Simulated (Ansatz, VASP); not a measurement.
**SrTiO3: VASP beside Ansatz**

```
CELL_PARAMETERS angstrom
-2.61020 2.61020 3.69245
2.61020 -2.61020 3.69245
2.61020 2.61020 -3.69245
ATOMIC_POSITIONS crystal
Sr 0.75000 0.25000 0.50000
Sr 0.25000 0.75000 0.50000
Ti 0.00000 0.00000 0.00000
Ti 0.50000 0.50000 0.00000
O 0.25000 0.25000 0.00000
O 0.75000 0.75000 0.00000
O 0.74510 0.24510 0.99020
O 0.24510 0.25490 0.50000
O 0.25490 0.75490 0.00980
O 0.75490 0.74510 0.50000
```

Alike in both runs: task single point; functional PBE; k mesh 6 × 6 × 6; occupations gaussian, width 0.05 eV; no spin polarisation; Hubbard terms Ti d U = 4.0 eV.

|  | VASP | Ansatz |
| --- | --- | --- |
| version | VASP 6.6.1 | Ansatz 0.2.0 |
| potentials or method | VASP PAW PBE potentials, release 64 (Sr_sv, Ti_sv, O), cutoff 520 eV | scalar-relativistic, plane waves, PAW |
| valence electrons in the cell | 80 | 80 |

```tsv
	VASP	Ansatz	Ansatz less VASP
gap on the k mesh at the Fermi level (eV)	2.73	2.74	+0.012
rms of the force components (eV/Å)	0.023	0.022	-0.0015
```

The programs project onto different local orbitals, so the same U acts differently, and such runs can settle in different states. Atom by atom the forces differ by 0.002 eV/Å (rms over components).
